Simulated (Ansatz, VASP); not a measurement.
One calculation of CdTe, two programs

INCAR

```
SYSTEM = CdTe
PREC = Accurate ; ENCUT = 520
EDIFF = 1E-7 ; ISMEAR = 0
SIGMA = 0.05 ; LREAL = .FALSE.
LASPH = .TRUE. ; NELM = 60
ALGO = Normal ; ISIF = 2
LWAVE = .FALSE. ; LCHARG = .TRUE.
GGA = PE ; LELF = .TRUE.
LVHAR = .TRUE. ; NBANDS = 16
```

File KPOINTS:

```
regular mesh
0
G
  8 8 8
  0 0 0
```

POSCAR

```
CdTe
1.0
    0.0000000000      3.2530750000      3.1569250000
    3.2530750000      0.0000000000      3.1569250000
    3.2530750000      3.2530750000      0.0000000000
Cd Te
1 1
Direct
    0.0000000000      0.0000000000      0.0000000000
    0.7500000000      0.7500000000      0.7500000000
```

Input for Ansatz:

```yaml
crystal:
  lattice:
    - [0.0, 3.253075, 3.156925]
    - [3.253075, 0.0, 3.156925]
    - [3.253075, 3.253075, 0.0]
  atoms:
    - { symbol: Cd, position: [0.0, 0.0, 0.0] }
    - { symbol: Te, position: [0.75, 0.75, 0.75] }
basis:
  ecutwfc: 420
kpoints:
  mp_grid: { grid: [8, 8, 8] }
hamiltonian:
  xc: pbe
scf:
  occupations: { method: gaussian, width: 0.05 }
output:
  forces: true
  stress: true
  eigenvalues: true
```

Change from the starting cell: strain +0.015 along x and y, -0.015 along z, atoms carried along.

Alike in both runs: task single point; functional PBE; k mesh 8 × 8 × 8; occupations gaussian, width 0.05 eV; no spin polarisation.

|  | VASP | Ansatz |
| --- | --- | --- |
| version | VASP 6.6.1 | Ansatz 0.2.0 |
| potentials or method | VASP PAW PBE potentials, release 64 (Cd, Te), cutoff 520 eV | scalar-relativistic, plane waves, PAW |
| valence electrons in the cell | 18 | 36 |

|  | VASP | Ansatz | Ansatz less VASP |
| --- | --- | --- | --- |
| gap on the k mesh at the Fermi level (eV) | 0.76 | 0.76 | 0.000 |
| least direct gap on the mesh (eV) | 0.76 | 0.76 | 0.000 |
| pressure (GPa) | 3.6 | 3.5 | -0.15 |
| traceless stress, the component that is largest in VASP (GPa) | 0.25 | 0.25 | +0.002 |

With one functional, cell and mesh, what is left measures potentials, basis and numerics. VASP's potentials hold 18 valence electrons a cell and Ansatz's 36, so a difference there can come from the potentials and not from the codes.

Neither program's run includes spin-orbit coupling.
